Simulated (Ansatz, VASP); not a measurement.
# One calculation of PbO2, two programs

```
Pb O
1.0
     0.00000    2.75499    2.75499
     2.75499    0.00000    2.75499
     2.75499    2.75499    0.00000
Pb O
1 2
Cartesian
  0.0000 0.0000 0.0000
  4.1325 4.1325 4.1325
  1.3775 1.3775 1.3775
```

Change from the starting cell: volume scaled by 1.06.

Alike in both runs: task single point; functional PBEsol; k mesh 9 × 9 × 9; occupations fermi-dirac, width 0.05 eV; no spin polarisation.

|  | VASP | Ansatz |
| --- | --- | --- |
| version | VASP 6.6.1 | Ansatz 0.2.0 |
| potentials or method | VASP PAW PBE potentials, release 64 (Pb_d, O), cutoff 520 eV | all-electron LAPW, scalar-relativistic |

VASP gave:

```
gap on the k mesh at the Fermi level (eV) : none
pressure (GPa)                            : -11.8
```

Task: Which values does Ansatz return?

Result: gap on the k mesh at the Fermi level (eV): none; pressure (GPa): -11.9.

VASP's potentials were made for PBE, not for PBEsol. A gap of «none» marks a metal or a gap that the smearing closes. Ansatz ran all-electron here, and VASP with PAW potentials.

Neither program's run includes spin-orbit coupling.
